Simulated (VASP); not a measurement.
Set up this calculation in VASP 6.6.1, as the native input.

| Item | Value |
| --- | --- |
| Task | single point |
| Functional | PBE |
| Potentials or basis | VASP PAW PBE potentials, release 64 (Tl_d, Ag, S) |
| Cutoff | 520 eV |
| k mesh | 12 × 12 × 8 |
| Occupations | gaussian, width 0.1 eV |
| Spin | no spin polarisation |
| Dipole correction | no |
| Further INCAR settings | ALGO = Normal; EDIFF = 1e-06; NBANDS = 26 |

The structure of TlAgS2 lies in POSCAR:

```
TlAgS2
1.0
    4.2027026000      0.0000000000      0.0000000000
    0.0000000000      4.2027026000      0.0000000000
    0.0000000000      0.0000000000      5.9928355000
Tl Ag S
1 1 2
Direct
    0.5000000000      0.5000000000      0.5000000000
    0.0000000000      0.0000000000      0.0000000000
    0.5000000000      0.0000000000      0.2409170000
    0.0000000000      0.5000000000      0.7590830000
```

The input as run:

INCAR

```
PREC = Accurate
ENCUT = 520
EDIFF = 1E-6
ISMEAR = 0
SIGMA = 0.1
LREAL = F
LASPH = T
NELM = 80
ALGO = Normal
ISIF = 2
LWAVE = F
LCHARG = F
GGA = PE
NBANDS = 26
```

KPOINTS

```
Automatic mesh
0
Gamma
  12 12 8
```

Potentials or basis: VASP PAW PBE potentials, release 64 (Tl_d, Ag, S).

Run with:

```console
$ cat potpaw_PBE.64/Tl_d/POTCAR potpaw_PBE.64/Ag/POTCAR potpaw_PBE.64/S/POTCAR > POTCAR
$ mpirun -np 1 vasp_std > vasp.out
```

It gave:

| Item | Value |
| --- | --- |
| Pressure | -0.1 GPa |
| Largest force | 0.003 eV/Å |
| Band gap on the k mesh | zero (filled and empty bands touch) |

Caveat: spin-orbit coupling is left out, which moves the levels of the heavy elements.

It took 5 min on 1 thread of Intel(R) Xeon(R) Platinum 8259CL CPU @ 2.50GHz (Skylake/Cascade Lake), on a shared host, peak memory 0.5 GiB.
